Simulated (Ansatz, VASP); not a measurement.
One calculation of Pd7Pt12Au5, two programs

INCAR

```
ALGO = Normal
EDIFF = 1E-6
ENCUT = 520
GGA = PE
ISIF = 2
ISMEAR = 0
LASPH = True
LCHARG = True
LELF = True
LREAL = Auto
LVHAR = True
LWAVE = False
NBANDS = 140
NELM = 100
PREC = Accurate
SIGMA = 0.1
```

KPOINTS

```
k-points
0
Gamma
  3 3 4
```

POSCAR

```
Pd7Pt12Au5
1.0
    6.3062740000     -0.7930190000      0.0741990000
   -0.7767990000      8.3878400000      0.7959390000
    0.0910260000      0.7072360000      7.3899450000
Pt Pd Au
12 7 5
Direct
    0.4185468371      0.3776991046      0.5773495706
    0.8045770365      0.2995315511      0.4532147335
    0.9231368276      0.0426595447      0.0723138226
    0.0547749755      0.7941302256      0.7038496805
    0.2877592529      0.2913282774      0.9472036203
    0.4189905760      0.7097639650      0.5745606950
    0.7975143010      0.6254439172      0.4523118500
    0.0522799881      0.4630006110      0.7024013964
    0.1720168655      0.5478860796      0.3272808095
    0.0463721973      0.1249102384      0.7035373143
    0.5491525114      0.7934326075      0.2007846575
    0.9338116536      0.3791668164      0.0790814321
    0.6753971453      0.8777141460      0.8296841494
    0.1718618979      0.8766403603      0.3248805399
    0.2985185268      0.6301089668      0.9515388519
    0.2979841999      0.9605602728      0.9525668117
    0.9257876858      0.7114060094      0.0774980741
    0.1671307953      0.2094100420      0.3248698577
    0.6754617912      0.2141301373      0.8251319590
    0.6742456505      0.5455435246      0.8277543242
    0.8002111521      0.9596501825      0.4527551744
    0.5444525667      0.4589063283      0.2013160741
    0.4244764884      0.0468640649      0.5771446857
    0.5469810040      0.1273544635      0.1962687148
```

Input for Ansatz:

```yaml
crystal:
  lattice:
    - [6.306274, -0.793019, 0.074199]
    - [-0.776799, 8.38784, 0.795939]
    - [0.091026, 0.707236, 7.389945]
  atoms:
    - { symbol: Pt, position: [0.4185468371, 0.3776991046, 0.5773495706] }
    - { symbol: Pt, position: [0.8045770365, 0.2995315511, 0.4532147335] }
    - { symbol: Pt, position: [0.9231368276, 0.0426595447, 0.0723138226] }
    - { symbol: Pt, position: [0.0547749755, 0.7941302256, 0.7038496805] }
    - { symbol: Pt, position: [0.2877592529, 0.2913282774, 0.9472036203] }
    - { symbol: Pt, position: [0.418990576, 0.709763965, 0.574560695] }
    - { symbol: Pt, position: [0.797514301, 0.6254439172, 0.45231185] }
    - { symbol: Pt, position: [0.0522799881, 0.463000611, 0.7024013964] }
    - { symbol: Pt, position: [0.1720168655, 0.5478860796, 0.3272808095] }
    - { symbol: Pt, position: [0.0463721973, 0.1249102384, 0.7035373143] }
    - { symbol: Pt, position: [0.5491525114, 0.7934326075, 0.2007846575] }
    - { symbol: Pt, position: [0.9338116536, 0.3791668164, 0.0790814321] }
    - { symbol: Pd, position: [0.6753971453, 0.877714146, 0.8296841494] }
    - { symbol: Pd, position: [0.1718618979, 0.8766403603, 0.3248805399] }
    - { symbol: Pd, position: [0.2985185268, 0.6301089668, 0.9515388519] }
    - { symbol: Pd, position: [0.2979841999, 0.9605602728, 0.9525668117] }
    - { symbol: Pd, position: [0.9257876858, 0.7114060094, 0.0774980741] }
    - { symbol: Pd, position: [0.1671307953, 0.209410042, 0.3248698577] }
    - { symbol: Pd, position: [0.6754617912, 0.2141301373, 0.825131959] }
    - { symbol: Au, position: [0.6742456505, 0.5455435246, 0.8277543242] }
    - { symbol: Au, position: [0.8002111521, 0.9596501825, 0.4527551744] }
    - { symbol: Au, position: [0.5444525667, 0.4589063283, 0.2013160741] }
    - { symbol: Au, position: [0.4244764884, 0.0468640649, 0.5771446857] }
    - { symbol: Au, position: [0.546981004, 0.1273544635, 0.1962687148] }
basis:
  ecutwfc: 420
kpoints:
  mp_grid: { grid: [3, 3, 4] }
hamiltonian:
  xc: pbe
scf:
  occupations: { method: gaussian, width: 0.1 }
  n_extra_bands: 12
output:
  forces: true
  stress: true
  eigenvalues: true
  populations: true
  dos:
    method: { smearing: { sigma: 0.1, scheme: gaussian } }
    projected: true
    de: 0.02
```

Alike in both runs: task single point; functional PBE; k mesh 3 × 3 × 4; occupations gaussian, width 0.1 eV; no spin polarisation.

|  | VASP | Ansatz |
| --- | --- | --- |
| version | VASP 6.6.1 | Ansatz 0.2.0 |
| potentials or method | VASP PAW PBE potentials, release 64 (Pt, Pd, Au), cutoff 520 eV | scalar-relativistic, plane waves, PAW |
| valence electrons in the cell | 245 | 437 |

|  | VASP | Ansatz | Ansatz less VASP |
| --- | --- | --- | --- |
| gap on the k mesh at the Fermi level (eV) | none | none | - |
| rms of the force components (eV/Å) | 0.053 | 0.054 | +0.0005 |

Atom by atom the forces differ by 0.003 eV/Å (rms over components). A gap of «none» marks a metal or a gap that the smearing closes. VASP's potentials hold 245 valence electrons a cell and Ansatz's 437, so a difference there can come from the potentials and not from the codes.

Spin-orbit coupling is off throughout.
